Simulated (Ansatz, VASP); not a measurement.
Two plane-wave programs on MgO

The input INCAR:

```
SYSTEM = MgO
PREC = Accurate
ENCUT = 520
EDIFF = 1E-6
ISMEAR = 0
SIGMA = 0.05
LREAL = .FALSE.
LASPH = .TRUE.
NELM = 80
ALGO = Normal
ISIF = 2
LWAVE = .FALSE.
LCHARG = .TRUE.
GGA = PS
LELF = .TRUE.
LVHAR = .TRUE.
NBANDS = 11
```

Contents of KPOINTS:

```
Automatic mesh
0
G
  12 12 8
  0 0 0
```

Contents of POSCAR:

```
MgO
1.0
    2.9380210000      0.0000000000      0.0000000000
   -1.4690100000      2.5444010000      0.0000000000
    0.0000000000      0.0000000000      2.6796800000
Mg O
1 1
Direct
    0.0000000000      0.0000000000      0.0000000000
    0.3333333333      0.6666666667      0.5000000000
```

Input for Ansatz:

```yaml
crystal:
  lattice:
    - [2.938021, 0.0, 0.0]
    - [-1.46901, 2.544401, 0.0]
    - [0.0, 0.0, 2.67968]
  atoms:
    - { symbol: Mg, position: [0.0, 0.0, 0.0] }
    - { symbol: O, position: [0.3333333333333333, 0.6666666666666666, 0.5] }
basis:
  ecutwfc: 520.0
kpoints:
  mp_grid:
    grid: [12, 12, 8]
hamiltonian:
  xc: pbesol
  pseudopotentials:
    kind: paw
scf:
  occupations:
    method: gaussian
    width: 0.05
output:
  stress: true
```

Alike in both runs: task single point; functional PBEsol; k mesh 12 × 12 × 8; occupations gaussian, width 0.05 eV; no spin polarisation.

```csv
,VASP,Ansatz
version,VASP 6.6.1,Ansatz 0.2.0
potentials or method,"VASP PAW PBE potentials, release 64 (Mg, O), cutoff 520 eV","plane waves, PAW"
valence electrons in the cell,8,16
```

|  | VASP | Ansatz | Ansatz less VASP |
| --- | --- | --- | --- |
| pressure (GPa) | -4.3 | -3.8 | +0.50 |
| traceless stress, the component that is largest in VASP (GPa) | -0.18 | -0.12 | +0.055 |

VASP's potentials were made for PBE, not for PBEsol. With one functional, cell and mesh, what is left measures potentials, basis and numerics. VASP's potentials hold 8 valence electrons a cell and Ansatz's 16, so a difference there can come from the potentials and not from the codes.
